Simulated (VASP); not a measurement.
# NbPdSe3 (P4mm) in VASP: single point with PBE

Aim: the single point of NbPdSe3 with PBE.

Program: VASP 6.6.1. These are calculated values, not measurements. Logs are shortened: lines on timing, memory, paths and dates and some standing lists are left out, and cuts for length are marked.

### 1 The cell of the first run

It takes space group P4mm (No. 99, tetragonal). Conventional cell: a = 4.907 Å, b = 4.907 Å, c = 4.906 Å, α = 90.00°, β = 90.00°, γ = 90.00°. Within 3.2 Å of Nb (site symmetry 4mm) lie 6 Se at 2.45 Å. Within 4.5 Å of Pd (site symmetry 4mm) lie 12 Se at 3.44 to 3.49 Å and 8 Nb at 4.23 to 4.27 Å. Se (site symmetry 2mm) has 2 Nb at 2.45 Å within 3.2 Å. Se (site symmetry 4mm) has 2 Nb at 2.45 Å within 3.2 Å.

The cell was built from a structure type or drawn by symmetry, and may not be a known phase.

### 2 Single point, PBE, collinear spin

INCAR

```
SYSTEM = NbPdSe3
  ALGO = Normal
  EDIFF = 1E-7
  ENCUT = 520
  GGA = PE
  ISIF = 2
  ISMEAR = 0
  ISPIN = 2
  LASPH = .True.
  LCHARG = .False.
  LMAXMIX = 4
  LORBIT = 11
  LREAL = .False.
  LWAVE = .False.
  MAGMOM = 0 1 0 0 0
  NBANDS = 32
  NELM = 150
  PREC = Accurate
  SIGMA = 0.1
```

KPOINTS

```
k-points
0
Gamma
  4 4 4
  0 0 0
```

POSCAR

```
NbPdSe3
1.0
    4.9071135000      0.0000000000      0.0000000000
    0.0000000000      4.9071135000      0.0000000000
    0.0000000000      0.0000000000      4.9055315800
Nb Pd Se
1 1 3
Direct
    0.0000000000      0.0000000000      0.5142551100
    0.5000000000      0.5000000000      0.0063817900
    0.0000000000      0.5000000000      0.5135070100
    0.0000000000      0.0000000000      0.0140400500
    0.5000000000      0.0000000000      0.5135070100
```

Potentials or basis: VASP PAW PBE potentials, release 64 (Nb_sv, Pd, Se).

Started as:

```sh
cat potpaw_PBE.64/Nb_sv/POTCAR potpaw_PBE.64/Pd/POTCAR potpaw_PBE.64/Se/POTCAR > POTCAR
mpirun -np 1 vasp_std > vasp.out
```

OUTCAR:

```text
SYSTEM = NbPdSe3
   EDIFF = 1E-7
   ENCUT = 520
   GGA = PE
   ISIF = 2
   ISMEAR = 0
   ISPIN = 2
   LASPH = .True.
   LORBIT = 11
   LREAL = .False.
   NELM = 150
   PREC = Accurate

 ion  position               nearest neighbor table
   1  0.000  0.000  0.514-   4 2.45   3 2.45   5 2.45   3 2.45   5 2.45   4 2.45
   2  0.500  0.500  0.006-
   3  0.000  0.500  0.514-   1 2.45   1 2.45
   4  0.000  0.000  0.014-   1 2.45   1 2.45
   5  0.500  0.000  0.514-   1 2.45   1 2.45

  LATTYP: Found a simple tetragonal cell.
 ALAT       =     4.9071135000
 C/A-ratio  =     0.9996776272

  Lattice vectors:

 A1 = (   4.9071135000,   0.0000000000,   0.0000000000)
 A2 = (   0.0000000000,   4.9071135000,   0.0000000000)
 A3 = (   0.0000000000,   0.0000000000,   4.9055315800)

Analysis of symmetry for initial positions (statically):
=====================================================================
 Subroutine PRICEL returns:
 Original cell was already a primitive cell.

 Routine SETGRP: Setting up the symmetry group for a
 simple tetragonal supercell.

 Subroutine GETGRP returns: Found  8 space group operations
 (whereof  8 operations were pure point group operations)
 out of a pool of 16 trial point group operations.

The static configuration has the point symmetry C_4v.

Analysis of symmetry for dynamics (positions and initial velocities):
=====================================================================
 Subroutine PRICEL returns:
 Original cell was already a primitive cell.

 Routine SETGRP: Setting up the symmetry group for a
 simple tetragonal supercell.

 Subroutine GETGRP returns: Found  8 space group operations
 (whereof  8 operations were pure point group operations)
 out of a pool of 16 trial point group operations.

The dynamic configuration has the point symmetry C_4v.

Analysis of structural, dynamic, and magnetic symmetry:
=====================================================================
 Subroutine PRICEL returns:
 Original cell was already a primitive cell.

 Routine SETGRP: Setting up the symmetry group for a
 simple tetragonal supercell.

 Subroutine GETGRP returns: Found  8 space group operations
 (whereof  8 operations were pure point group operations)
 out of a pool of 16 trial point group operations.

The overall configuration has the point symmetry C_4v.

 Subroutine INISYM returns: Found  8 space group operations
 (whereof  8 operations are pure point group operations),
 and found     1 'primitive' translations
[... 122 lines left out ...]
   IVDW    =     0    specifies the selected vdW correction
   LEPSILON=     F    determine dielectric tensor
   LRPA    =     F    only Hartree local field effects (RPA)
 spin polarized calculation
 Gauss-broadening in eV      SIGMA  =   0.10
  energy-cutoff  :      520.00
  volume of cell :      118.12
 maximum number of plane-waves:      3197
   NGX = 19   NGY = 19   NGZ = 19

 number of electron      41.0000004 magnetization       0.7353603

 Free energy of the ion-electron system (eV)
  ---------------------------------------------------
  ext. energy  EPLUGINS =         0.00000000
  ---------------------------------------------------
  free energy    TOTEN  =       -24.99630576 eV

  energy without entropy =      -24.96748094  energy(sigma->0) =      -24.98189335

 E-fermi :   4.5882     XC(G=0):  -9.9304

 val. band max:        4.5314252951   @ k =   0.5000   0.5000   0.2500
 cond. band min:       4.5912109106   @ k =   0.5000   0.0000   0.0000
 fundamental gap:      0.0597856155
 Fermi energy:         4.5882472513

 spin component 1

 k-point     1 :       0.0000    0.0000    0.0000
  band No.  band energies     occupation
      1     -50.9221      1.00000
      2     -27.0743      1.00000
      3     -27.0739      1.00000
      4     -27.0739      1.00000
      5      -9.3723      1.00000
      6      -8.0462      1.00000
[... 619 lines left out ...]
     31      13.4841      0.00000
     32      13.4842      0.00000
 Fermi energy:         4.5882472513

 spin component 2

 k-point     1 :       0.0000    0.0000    0.0000
  band No.  band energies     occupation
      1     -50.9487      1.00000
      2     -27.1047      1.00000
      3     -27.1043      1.00000
      4     -27.1043      1.00000
      5      -9.2598      1.00000
      6      -7.9257      1.00000
[... 619 lines left out ...]
     31      13.5501      0.00000
     32      13.5503      0.00000

------------------------ aborting loop because EDIFF is reached ----------------------------------------

  FORCE on cell =-STRESS in cart. coord.  units (eV):
  Direction    XX          YY          ZZ          XY          YZ          ZX
  --------------------------------------------------------------------------------------
  -------------------------------------------------------------------------------------
  Total        3.6855642      3.6855642      3.7168725      0.0000000      0.0000000      0.0000000
  in kB       49.9892109     49.9892109     50.4138619      0.0000000      0.0000000      0.0000000
  external PRESSURE =      50.1307612 kB  Pullay stress =       0.0000000 kB

 VOLUME and BASIS-vectors are now :
 -----------------------------------------------------------------------------
  energy-cutoff  :      520.00
  volume of cell :      118.12
      direct lattice vectors                 reciprocal lattice vectors
     4.907113500  0.000000000  0.000000000     0.203785790  0.000000000  0.000000000
     0.000000000  4.907113500  0.000000000     0.000000000  0.203785790  0.000000000
     0.000000000  0.000000000  4.905531580     0.000000000  0.000000000  0.203851506

 POSITION                                       TOTAL-FORCE (eV/Angst)
 -----------------------------------------------------------------------------------
      0.00000      0.00000      2.52269         0.000000     -0.000000     -0.016381
      2.45356      2.45356      0.03131         0.000000     -0.000000     -0.062029
      0.00000      2.45356      2.51902        -0.000000      0.000000      0.033737
      0.00000      0.00000      0.06887         0.000000     -0.000000      0.010937
      2.45356      0.00000      2.51902         0.000000     -0.000000      0.033737
 -----------------------------------------------------------------------------------
    total drift:                                0.000000     -0.000000     -0.000112

  FREE ENERGIE OF THE ION-ELECTRON SYSTEM (eV)
  ---------------------------------------------------
  free  energy   TOTEN  =       -24.9963057610 eV

  energy  without entropy=      -24.9674809450  energy(sigma->0) =      -24.98189335

 total charge

# of ion       s       p       d       tot
------------------------------------------
    1        2.176   6.060   2.448  10.684
    2        0.116   0.069   8.729   8.914
    3        1.475   2.351   0.041   3.866
    4        1.475   2.351   0.041   3.867
    5        1.475   2.351   0.041   3.866
--------------------------------------------------
tot          6.715  13.181  11.300  31.197

 magnetization (x)

# of ion       s       p       d       tot
------------------------------------------
    1       -0.001  -0.001  -0.039  -0.041
    2       -0.001  -0.000   0.338   0.336
    3        0.003   0.101  -0.000   0.105
    4        0.003   0.101  -0.000   0.105
    5        0.003   0.101  -0.000   0.105
--------------------------------------------------
tot          0.007   0.304   0.298   0.609
```

OSZICAR:

```text
N       E                     dE             d eps       ncg     rms          rms(c)
DAV:   1     0.296684384370E+03    0.29668E+03   -0.19545E+04  2312   0.117E+03
DAV:   2    -0.311510942291E+01   -0.29980E+03   -0.28571E+03  2840   0.328E+02
DAV:   3    -0.253889374375E+02   -0.22274E+02   -0.21694E+02  3560   0.746E+01
DAV:   4    -0.263386638827E+02   -0.94973E+00   -0.94407E+00  3416   0.150E+01
DAV:   5    -0.263658849909E+02   -0.27221E-01   -0.27209E-01  3432   0.184E+00    0.104E+01
DAV:   6    -0.257520725482E+02    0.61381E+00   -0.14283E+01  3576   0.159E+01    0.664E+00
DAV:   7    -0.252161133808E+02    0.53596E+00   -0.71444E+00  3624   0.124E+01    0.494E+00
DAV:   8    -0.250264134680E+02    0.18970E+00   -0.56658E-01  2696   0.457E+00    0.275E+00
DAV:   9    -0.249974468505E+02    0.28967E-01   -0.21119E-01  3640   0.299E+00    0.818E-01
DAV:  10    -0.249953798090E+02    0.20670E-02   -0.28692E-02  2912   0.983E-01    0.381E-01
DAV:  11    -0.249959204384E+02   -0.54063E-03   -0.23641E-03  3344   0.282E-01    0.173E-01
DAV:  12    -0.249961968147E+02   -0.27638E-03   -0.53119E-04  2920   0.135E-01    0.614E-02
DAV:  13    -0.249962401582E+02   -0.43343E-04   -0.13716E-04  3504   0.708E-02    0.382E-02
DAV:  14    -0.249963013774E+02   -0.61219E-04   -0.15368E-04  2912   0.543E-02    0.130E-02
DAV:  15    -0.249963049652E+02   -0.35877E-05   -0.12234E-05  3104   0.160E-02    0.579E-03
DAV:  16    -0.249963054267E+02   -0.46156E-06   -0.10018E-06  3392   0.530E-03    0.374E-03
DAV:  17    -0.249963057408E+02   -0.31406E-06   -0.11785E-06  2992   0.478E-03    0.158E-03
DAV:  18    -0.249963057610E+02   -0.20174E-07   -0.10567E-07  1904   0.206E-03
   1 F= -.24996306E+02 E0= -.24981893E+02  d E =-.288248E-01  mag=     0.7354
```

It took 2.6 min on 1 thread of AMD EPYC 7R13, shared host; peak memory 0.27 GiB.

What came out:

| Item | Value |
| --- | --- |
| Free energy | -24.9963 eV |
| Pressure | 5.0 GPa |
| Largest force | 0.062 eV/Å |
| Net moment | 0.74 μB per cell |
| Site moments | Nb -0.04; Pd +0.34; Se +0.10 μB |
| Valence electrons inside the program's atomic spheres | Nb 10.68; Pd 8.91; Se 3.87 |

Forces on the atoms (eV/Å):
```
Nb   0.000  0.000 -0.016
Pd   0.000  0.000 -0.062
Se   0.000  0.000  0.034
Se   0.000  0.000  0.011
Se   0.000  0.000  0.034
```

Levels at points of the mesh, in eV from the Fermi level:
Spin up:
| k point | band 18 | band 19 | band 20 | band 21 | band 22 | band 23 | band 24 | band 25 |
| --- | --- | --- | --- | --- | --- | --- | --- | --- |
| (0.00, 0.00, 0.00) | -1.13 | -0.43 | -0.43 | -0.43 | -0.35 | -0.35 | -0.35 | 0.68 |
| (0.50, 0.00, 0.00) | -0.98 | -0.66 | -0.20 | 0.00 | 0.00 | 1.61 | 2.05 | 2.05 |
| (0.50, 0.50, 0.00) | -0.94 | -0.66 | -0.66 | 0.60 | 1.46 | 2.21 | 2.21 | 2.45 |
| (0.00, 0.00, 0.50) | -0.98 | -0.66 | -0.20 | 0.00 | 0.00 | 1.61 | 2.05 | 2.05 |
| (0.50, 0.00, 0.50) | -0.94 | -0.66 | -0.66 | 0.60 | 1.46 | 2.21 | 2.21 | 2.45 |
| (0.50, 0.50, 0.50) | -0.95 | 0.39 | 0.39 | 0.39 | 0.58 | 2.10 | 2.10 | 2.10 |
Spin down:
```
           k point  band 16  band 17  band 18  band 19  band 20  band 21  band 22  band 23  band 24  band 25
(0.00, 0.00, 0.00)    -1.06    -0.94    -0.92    -0.37    -0.37    -0.37    -0.25    -0.25    -0.25     0.72
(0.50, 0.00, 0.00)    -1.03    -0.85    -0.75    -0.69     0.03     0.19     0.19     1.62     2.08     2.08
(0.50, 0.50, 0.00)    -0.88    -0.76    -0.73    -0.47    -0.47     0.79     1.46     2.27     2.27     2.47
(0.00, 0.00, 0.50)    -1.03    -0.85    -0.75    -0.69     0.03     0.19     0.19     1.62     2.09     2.09
(0.50, 0.00, 0.50)    -0.88    -0.76    -0.73    -0.47    -0.47     0.79     1.46     2.27     2.27     2.47
(0.50, 0.50, 0.50)    -0.78    -0.72    -0.71     0.56     0.56     0.56     0.63     2.09     2.09     2.09
```

Caveat: the cell stands under pressure.
